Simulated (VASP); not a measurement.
Runs of VASP 6.6.1 on GdB. The structure is that of space group Pm-3m (No. 221), or close to it. The cells are those of the table. The cell was generated, and may not be a known phase.

```tsv
task	cell	k mesh	cutoff (eV)	gap on the mesh (eV)	pressure (GPa)	moment (μB)
relaxation of cell and atoms	relaxed from a = 3.303 Å, 2 atoms	6 × 6 × 6	600	none	0.0	6.94
single point	a = 3.245 Å, 2 atoms	18 × 18 × 18	520	none	0.0	7.04
single point	a = 3.303 Å, 2 atoms	6 × 6 × 6	520	none	(a)	6.94
single point	a = 3.245 Å, 2 atoms	6 × 6 × 6	520	none	0.0	6.94
```

Alike in all rows: level PBE; potentials or basis VASP PAW PBE potentials, release 64 (Gd, B); spin collinear, ferromagnetic start; smearing gaussian 0.1 eV.

Q: Estimate the missing entries.

A: (a) -4.4.

Caveats: spin-orbit coupling is left out, which moves the levels of the heavy elements; a cell with one magnetic atom can't hold antiferromagnetic order, which such compounds often take; semilocal functionals describe open f shells poorly, which spoils levels, moments and volumes; the cell stands under tension (at least some runs).

A k mesh can miss the band edges, and the runs leave out spin-orbit coupling on Gd.

A gap of «none» marks levels without a gap at the run's occupations.
